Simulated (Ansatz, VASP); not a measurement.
# Two plane-wave programs on Mo

```
Mo
1.0
    -1.63384    1.63384    1.63384
     1.63384   -1.63384    1.63384
     1.63384    1.63384   -1.63384
Mo
1
Direct
  0.00000 0.00000 0.00000
```

Change from the starting cell: strain +0.040 along x and y, +0.040 along z, atoms carried along.

Alike in both runs: task single point; functional PBE; k mesh 22 × 22 × 22; occupations gaussian, width 0.15 eV; no spin polarisation.

|  | VASP | Ansatz |
| --- | --- | --- |
| version | VASP 6.6.1 | Ansatz 0.2.0 |
| potentials or method | VASP PAW PBE potentials, release 64 (Mo_sv), cutoff 520 eV | scalar-relativistic, plane waves, PAW |
| valence electrons in the cell | 14 | 14 |

Ansatz gave:

```
gap on the k mesh at the Fermi level (eV) : none
pressure (GPa)                            : -20.9
```

Which values does VASP return?

gap on the k mesh at the Fermi level (eV): none; pressure (GPa): -20.5.

A gap of «none» marks a metal or a gap that the smearing closes. The functional is the same, so the differences come from potentials, cutoffs and numerics.
